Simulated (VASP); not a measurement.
# Rh (Im-3m) in VASP: single point with PBE

Aim: the single point of Rh with PBE.

Program: VASP 6.6.1. These are calculated values, not measurements. Logs are shortened: lines on timing, memory, paths and dates and some standing lists are left out, and cuts for length are marked.

**1. The cell of the first run**

The structure is cubic, space group Im-3m (No. 229). Conventional cell: a = 3.166 Å, b = 3.166 Å, c = 3.166 Å, α = 90.00°, β = 90.00°, γ = 90.00°. Within 3.6 Å of Rh (site symmetry m-3m) lie 14 Rh at 2.74 to 3.17 Å.

**2. Single point, PBE, collinear spin, ferromagnetic start**

INCAR

```
SYSTEM = Rh
PREC = Accurate
ENCUT = 500
EDIFF = 1E-6
ISMEAR = -1
SIGMA = 0.1
LREAL = .FALSE.
LASPH = .TRUE.
NELM = 200
ALGO = Normal
ISIF = 2
LWAVE = .FALSE.
LCHARG = .FALSE.
ISPIN = 2
MAGMOM = 0.56
LORBIT = 11
LMAXMIX = 4
GGA = PE
NBANDS = 18
GGA_COMPAT = .FALSE.
```

KPOINTS

```
Automatic mesh
0
G
  8 8 8
  0 0 0
```

POSCAR

```
Rh
1.0
   -1.5830000000      1.5830000000      1.5830000000
    1.5830000000     -1.5830000000      1.5830000000
    1.5830000000      1.5830000000     -1.5830000000
Rh
1
Direct
    0.0000000000      0.0000000000      0.0000000000
```

Potentials or basis: VASP PAW PBE potentials, release 64 (Rh_pv).

On the command line:

```sh
cat potpaw_PBE.64/Rh_pv/POTCAR > POTCAR
mpirun -np 1 vasp_std > vasp.out
```

OUTCAR:

```text
SYSTEM = Rh
   PREC = Accurate
   ENCUT = 500
   EDIFF = 1E-6
   ISMEAR = -1
   LREAL = .FALSE.
   LASPH = .TRUE.
   NELM = 200
   ISIF = 2
   ISPIN = 2
   LORBIT = 11
   GGA = PE

 ion  position               nearest neighbor table
   1  0.000  0.000  0.000-

  LATTYP: Found a body centered cubic cell.
 ALAT       =     3.1660000000

  Lattice vectors:

 A1 = (  -1.5830000000,   1.5830000000,   1.5830000000)
 A2 = (   1.5830000000,  -1.5830000000,   1.5830000000)
 A3 = (   1.5830000000,   1.5830000000,  -1.5830000000)

Analysis of symmetry for initial positions (statically):
=====================================================================
 Subroutine PRICEL returns:
 Original cell was already a primitive cell.

 Routine SETGRP: Setting up the symmetry group for a
 body centered cubic supercell.

 Subroutine GETGRP returns: Found 48 space group operations
 (whereof 48 operations were pure point group operations)
 out of a pool of 48 trial point group operations.

The static configuration has the point symmetry O_h .

Analysis of symmetry for dynamics (positions and initial velocities):
=====================================================================
 Subroutine PRICEL returns:
 Original cell was already a primitive cell.

 Routine SETGRP: Setting up the symmetry group for a
 body centered cubic supercell.

 Subroutine GETGRP returns: Found 48 space group operations
 (whereof 48 operations were pure point group operations)
 out of a pool of 48 trial point group operations.

The dynamic configuration has the point symmetry O_h .

Analysis of structural, dynamic, and magnetic symmetry:
=====================================================================
 Subroutine PRICEL returns:
 Original cell was already a primitive cell.

 Routine SETGRP: Setting up the symmetry group for a
 body centered cubic supercell.

 Subroutine GETGRP returns: Found 48 space group operations
 (whereof 48 operations were pure point group operations)
 out of a pool of 48 trial point group operations.

The overall configuration has the point symmetry O_h .

 Subroutine INISYM returns: Found 48 space group operations
 (whereof 48 operations are pure point group operations),
 and found     1 'primitive' translations

----------------------------------------------------------------------------------------

                                     Primitive cell

  volume of cell :      15.8673

  direct lattice vectors                    reciprocal lattice vectors
    -1.583000000  1.583000000  1.583000000     0.000000000  0.315855970  0.315855970
     1.583000000 -1.583000000  1.583000000     0.315855970  0.000000000  0.315855970
     1.583000000  1.583000000 -1.583000000     0.315855970  0.315855970  0.000000000

  length of vectors
     2.741836428  2.741836428  2.741836428     0.446687796  0.446687796  0.446687796

  position of ions in fractional coordinates (direct lattice)
     0.000000000  0.000000000  0.000000000

  ion indices of the primitive-cell ions
   primitive index   ion index
                 1           1

----------------------------------------------------------------------------------------

 KPOINTS: Automatic mesh

Automatic generation of k-mesh.
 Grid dimensions read from file:
 generate k-points for:    8    8    8

 Generating k-lattice:

  Cartesian coordinates                     Fractional coordinates (reciprocal lattice)
     0.000000000  0.039481996  0.039481996     0.125000000  0.000000000  0.000000000
     0.039481996  0.000000000  0.039481996     0.000000000  0.125000000  0.000000000
     0.039481996  0.039481996  0.000000000     0.000000000  0.000000000  0.125000000

  Length of vectors
     0.055835975  0.055835975  0.055835975

  Shift w.r.t. Gamma in fractional coordinates (k-lattice)
     0.000000000  0.000000000  0.000000000

 Subroutine IBZKPT returns following result:
 ===========================================

 Found     29 irreducible k-points:

 Following reciprocal coordinates:
            Coordinates               Weight
  0.000000  0.000000  0.000000      1.000000
  0.125000  0.000000  0.000000     12.000000
  0.250000  0.000000  0.000000     12.000000
  0.375000  0.000000  0.000000     12.000000
  0.500000  0.000000  0.000000      6.000000
  0.125000  0.125000  0.000000     24.000000
[... 16 lines left out ...]
 -0.250000  0.250000  0.250000      6.000000
 -0.375000  0.375000  0.250000     24.000000
 [... further k-points ...]
   k-points           NKPTS =     29   k-points in BZ     NKDIM =     29   number of bands    NBANDS=     18
   number of dos      NEDOS =    301   number of ions     NIONS =      1
   total plane-waves  NPLWV =   8000
   dimension x,y,z NGX =    20 NGY =   20 NGZ =   20
   dimension x,y,z NGXF=    40 NGYF=   40 NGZF=   40
   ions per type =               1
   NGX,Y,Z   is equivalent  to a cutoff of  12.13, 12.13, 12.13 a.u.
   NGXF,Y,Z  is equivalent  to a cutoff of  24.25, 24.25, 24.25 a.u.
 SYSTEM =  Rh
   PREC   = accura    normal or accurate (medium, high low for compatibility)
   ISTART =      0    job   : 0-new  1-cont  2-samecut
   ICHARG =      2    charge: 1-file 2-atom 10-const
   ISPIN  =      2    spin polarized calculation?
   LNONCOLLINEAR =      F non collinear calculations
   LSORBIT =      F    spin-orbit coupling
   LASPH  =      T    aspherical Exc in radial PAW
   ENCUT  =  500.0 eV  36.75 Ry    6.06 a.u.   5.00  5.00  5.00*2*pi/ulx,y,z
   NELM   =    200;   NELMIN=  2; NELMDL= -5     # of ELM steps
   EDIFF  = 0.1E-05   stopping-criterion for ELM
   LREAL  =      F    real-space projection
   EDIFFG = 0.1E-04   stopping-criterion for IOM
   NSW    =      0    number of steps for IOM
   IBRION =     -1    ionic relax: 0-MD 1-quasi-New 2-CG
   NFREE  =      0    steps in history (QN), initial steepest desc. (CG)
   ISIF   =      2    stress and relaxation
   ISYM   =      2    0-nonsym 1-usesym 2-fastsym
   POTIM  = 0.5000    time-step for ionic-motion
   TEBEG  =    0.0;   TEEND  =   0.0 temperature during run
   PSTRESS=    0.0 pullay stress
   NELECT =      15.0000    total number of electrons
   NUPDOWN=      -1.0000    fix difference up-down
   EMIN   =  10.00;   EMAX   =-10.00  energy-range for DOS
   EFERMI =   0.00;   METHOD = LEGACY
   ISMEAR =    -1;   SIGMA  =   0.10  broadening in eV -4-tet -1-fermi 0-gaus
   EFERMI_NEDOS =   21; number of points for ismear=-14 and -15
   IALGO  =     38    algorithm
   IMIX   =      4    mixing-type and parameters
     AMIX     =   0.40;   BMIX     =  1.00
     AMIX_MAG =   1.60;   BMIX_MAG =  1.00
  volume/ion in A,a.u.               =      15.87       107.08
  Fermi-wavevector in a.u.,A,eV,Ry     =   1.606711  3.036243 35.123700  2.581519
  Thomas-Fermi vector in A             =   2.702855
   LORBIT       =     11    0 simple, 1 ext, 2 COOP (PROOUT), +10 PAW based schemes
   GGA     = PE    functional components
   LHFCALC =     F    Hartree Fock is set to
   AEXX    =    0.0000 exact exchange contribution
   IVDW    =     0    specifies the selected vdW correction
   LEPSILON=     F    determine dielectric tensor
   LRPA    =     F    only Hartree local field effects (RPA)
 spin polarized calculation
  energy-cutoff  :      500.00
  volume of cell :       15.87
 maximum number of plane-waves:       420
   NGX =  9   NGY =  9   NGZ =  9

 number of electron      14.9999992 magnetization       0.4984246

 Free energy of the ion-electron system (eV)
  ---------------------------------------------------
  ext. energy  EPLUGINS =         0.00000000
  ---------------------------------------------------
  free energy    TOTEN  =        -6.86683205 eV

  energy without entropy =       -6.79015244  energy(sigma->0) =       -6.82849224

 E-fermi :   9.4027     XC(G=0): -13.1113

 val. band max:        9.3613692083   @ k =   0.5000   0.5000   0.3750
 cond. band min:       9.4032365099   @ k =   0.2500   0.2500   0.1250
 fundamental gap:      0.0418673017
 Fermi energy:         9.4027403700

 spin component 1

 k-point     1 :       0.0000    0.0000    0.0000
  band No.  band energies     occupation
      1     -36.7429      1.00000
      2     -36.7429      1.00000
      3     -36.7429      1.00000
      4       2.5054      1.00000
      5       6.7976      1.00000
      6       6.7976      1.00000
[... 10 lines left out ...]
     17      37.8441      0.00000
     18      37.8441      0.00000

 k-point     2 :       0.1250    0.0000    0.0000
  band No.  band energies     occupation
      1     -36.8102      1.00000
      2     -36.7658      1.00000
      3     -36.7426      1.00000
      4       3.0678      1.00000
      5       6.5971      1.00000
      6       6.7936      1.00000
[... 10 lines left out ...]
     17      37.8541      0.00000
     18      42.0005      0.00000
[... 442 lines left out ...]
 k-point    24 :      -0.3750    0.3750    0.2500
  band No.  band energies     occupation
      1     -37.0804      1.00000
      2     -36.9619      1.00000
      3     -36.9139      1.00000
      4       5.4051      1.00000
      5       5.7949      1.00000
      6       7.4340      1.00000
[... 10 lines left out ...]
     17      38.4698      0.00000
     18      41.0716      0.00000

 [... further k-points ...]

 spin component 2

 k-point     1 :       0.0000    0.0000    0.0000
  band No.  band energies     occupation
      1     -36.3396      1.00000
      2     -36.3396      1.00000
      3     -36.3396      1.00000
      4       2.5646      1.00000
      5       7.0719      1.00000
      6       7.0719      1.00000
[... 10 lines left out ...]
     17      38.0866      0.00000
     18      38.0866      0.00000

 k-point     2 :       0.1250    0.0000    0.0000
  band No.  band energies     occupation
      1     -36.4079      1.00000
      2     -36.3628      1.00000
      3     -36.3394      1.00000
      4       3.1283      1.00000
      5       6.8667      1.00000
      6       7.0650      1.00000
[... 10 lines left out ...]
     17      37.9120      0.00000
     18      42.0840      0.00000
[... 442 lines left out ...]
 k-point    24 :      -0.3750    0.3750    0.2500
  band No.  band energies     occupation
      1     -36.6817      1.00000
      2     -36.5615      1.00000
      3     -36.5129      1.00000
      4       5.7146      1.00000
      5       6.1301      1.00000
      6       7.7004      1.00000
[... 10 lines left out ...]
     17      38.5752      0.00000
     18      41.1828      0.00000

 [... further k-points ...]

------------------------ aborting loop because EDIFF is reached ----------------------------------------

  FORCE on cell =-STRESS in cart. coord.  units (eV):
  Direction    XX          YY          ZZ          XY          YZ          ZX
  --------------------------------------------------------------------------------------
  -------------------------------------------------------------------------------------
  Total       -1.5602462     -1.5602462     -1.5602462     -0.0000000      0.0000000      0.0000000
  in kB     -157.5436794   -157.5436794   -157.5436794     -0.0000000      0.0000000      0.0000000
  external PRESSURE =    -157.5436794 kB  Pullay stress =       0.0000000 kB

 VOLUME and BASIS-vectors are now :
 -----------------------------------------------------------------------------
  energy-cutoff  :      500.00
  volume of cell :       15.87
      direct lattice vectors                 reciprocal lattice vectors
    -1.583000000  1.583000000  1.583000000     0.000000000  0.315855970  0.315855970
     1.583000000 -1.583000000  1.583000000     0.315855970  0.000000000  0.315855970
     1.583000000  1.583000000 -1.583000000     0.315855970  0.315855970  0.000000000

 POSITION                                       TOTAL-FORCE (eV/Angst)
 -----------------------------------------------------------------------------------
      0.00000      0.00000      0.00000        -0.000000     -0.000000     -0.000000
 -----------------------------------------------------------------------------------
    total drift:                                0.000000     -0.000000      0.000000

  FREE ENERGIE OF THE ION-ELECTRON SYSTEM (eV)
  ---------------------------------------------------
  free  energy   TOTEN  =        -6.8668320466 eV

  energy  without entropy=       -6.7901524356  energy(sigma->0) =       -6.82849224

 total charge

# of ion       s       p       d       tot
------------------------------------------
    1        0.352   6.209   7.028  13.589

 magnetization (x)

# of ion       s       p       d       tot
------------------------------------------
    1        0.001  -0.002   0.504   0.502
```

Run time: 32 s. Hardware: 1 thread of Intel Xeon 8259CL, shared host; peak memory 0.14 GiB.

What came out:

```yaml
Free_energy: -6.8668 eV
Pressure: -15.8 GPa
Net_moment: 0.50 μB per cell
Site_moments: Rh +0.50 μB
Valence_electrons_inside_the_program's_atomic_spheres: Rh 13.59
```
